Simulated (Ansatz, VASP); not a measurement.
**SiN: VASP beside Ansatz**

```
Si N
1.0
     0.00000    2.76136    2.76136
     2.76136    0.00000    2.76136
     2.76136    2.76136    0.00000
Si N
2 2
Direct
  0.00000 0.00000 0.00000
  0.25000 0.25000 0.25000
  0.50000 0.50000 0.50000
  0.75000 0.75000 0.75000
```

Alike in both runs: functional PBE; k mesh 6 × 6 × 6; occupations gaussian, width 0.2 eV; no spin polarisation.

Ansatz relaxed the structure, and its values are those at the end. VASP's run is a single point on that final structure, the one shown.

|  | VASP | Ansatz |
| --- | --- | --- |
| version | VASP 6.6.1 | Ansatz 0.2.0 |
| potentials or method | VASP PAW PBE potentials, release 64 (Si, N), cutoff 600 eV | scalar-relativistic, plane waves, PAW |
| valence electrons in the cell | 18 | 18 |

|  | VASP | Ansatz | Ansatz less VASP |
| --- | --- | --- | --- |
| gap on the k mesh at the Fermi level (eV) | none | none | - |
| pressure (GPa) | -0.6 | -0.4 | +0.21 |

A gap of «none» marks a metal or a gap that the smearing closes.
